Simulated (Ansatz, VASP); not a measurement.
**ZnSe: VASP beside Ansatz**

POSCAR

```
ZnSe
1.0
    0.0000000000      2.8609960415      2.8609960415
    2.8609960415      0.0000000000      2.8609960415
    2.8609960415      2.8609960415      0.0000000000
Zn Se
1 1
Direct
    0.0000000000      0.0000000000      0.0000000000
    0.2500000000      0.2500000000      0.2500000000
```

The input INCAR.step1:

```
SYSTEM = ZnSe
ALGO     = Normal         ! electronic algorithm
EDIFF    = 1E-4           ! SCF threshold, eV
ENCUT    = 520            ! plane-wave cutoff, eV
GGA      = PE             ! functional
ISMEAR   = 0              ! smearing method
LASPH    = .TRUE.         ! aspherical terms in the spheres
LCHARG   = .FALSE.        ! write CHGCAR
LREAL    = .FALSE.        ! projectors in reciprocal space
LWAVE    = .TRUE.         ! write WAVECAR
NBANDS   = 16             ! bands
NELM     = 100            ! most SCF steps
PREC     = Accurate       ! precision mode
SIGMA    = 0.02           ! smearing width, eV
```

Contents of INCAR.step2:

```
SYSTEM = ZnSe
ALGO     = Normal         ! electronic algorithm
EDIFF    = 1E-7           ! SCF threshold, eV
ENCUT    = 520            ! plane-wave cutoff, eV
ISIF     = 2              ! what is computed and relaxed
ISMEAR   = 0              ! smearing method
ISTART   = 1            
LASPH    = .TRUE.         ! aspherical terms in the spheres
LCHARG   = .FALSE.        ! write CHGCAR
LMIXTAU  = .TRUE.       
LREAL    = .FALSE.        ! projectors in reciprocal space
LWAVE    = .FALSE.        ! write WAVECAR
METAGGA  = R2SCAN         ! meta-GGA
NBANDS   = 16             ! bands
NELM     = 100            ! most SCF steps
PREC     = Accurate       ! precision mode
SIGMA    = 0.02           ! smearing width, eV
```

KPOINTS

```
k-points
0
G
  8 8 8
  0 0 0
```

Input for Ansatz:

```yaml
crystal:
  lattice:
    - [0.0, 2.8609960424, 2.8609960424]
    - [2.8609960424, 0.0, 2.8609960424]
    - [2.8609960424, 2.8609960424, 0.0]
  atoms:
    - { symbol: Zn, position: [0.0, 0.0, 0.0] }
    - { symbol: Se, position: [0.25, 0.25, 0.25] }
basis:
  ecutwfc: 500
kpoints:
  mp_grid: { grid: [8, 8, 8] }
hamiltonian:
  xc: r2scan
scf:
  occupations: { method: gaussian, width: 0.02 }
output:
  forces: true
  stress: true
  eigenvalues: true
```

Alike in both runs: task single point; functional r2SCAN; k mesh 8 × 8 × 8; occupations gaussian, width 0.02 eV; no spin polarisation.

|  | VASP | Ansatz |
| --- | --- | --- |
| version | VASP 6.6.1 | Ansatz 0.2.0 |
| potentials or method | VASP PAW PBE potentials, release 64 (Zn, Se), cutoff 520 eV | scalar-relativistic, plane waves, PAW |
| valence electrons in the cell | 18 | 28 |

|  | VASP | Ansatz | Ansatz less VASP |
| --- | --- | --- | --- |
| gap on the k mesh at the Fermi level (eV) | 1.74 | 1.74 | -0.002 |
| least direct gap on the mesh (eV) | 1.74 | 1.74 | -0.002 |
| pressure (GPa) | -1.7 | -1.8 | -0.07 |

VASP's potentials were made for PBE, not for r2SCAN. VASP's potentials hold 18 valence electrons a cell and Ansatz's 28, so a difference there can come from the potentials and not from the codes.
